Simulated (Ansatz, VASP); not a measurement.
Be6N: VASP beside Ansatz

```
Be N
1.0
     4.12203    0.00000    0.00000
     0.00000    4.12203    0.00000
     0.00000    0.00000    4.12203
Be N
6 1
Direct
  0.50000 0.00000 0.00000
  0.00000 0.50000 0.00000
  0.00000 0.00000 0.50000
  0.00000 0.50000 0.50000
  0.50000 0.00000 0.50000
  0.50000 0.50000 0.00000
  0.50000 0.50000 0.50000
```

Alike in both runs: functional PBE; k mesh 4 × 4 × 4; occupations gaussian, width 0.1 eV; no spin polarisation.

Ansatz relaxed the structure, and its values are those at the end. VASP's run is a single point on that final structure, the one shown.

|  | VASP | Ansatz |
| --- | --- | --- |
| version | VASP 6.6.1 | Ansatz 0.2.0 |
| potentials or method | VASP PAW PBE potentials, release 64 (Be, N), cutoff 520 eV | scalar-relativistic, plane waves, PAW |
| valence electrons in the cell | 17 | 17 |

```tsv
	VASP	Ansatz	Ansatz less VASP
gap on the k mesh at the Fermi level (eV)	none	none	-
pressure (GPa)	0.1	0.1	-0.06
```

A gap of «none» marks a metal or a gap that the smearing closes.

The k mesh is coarse, so the values compare programs but aren't converged.
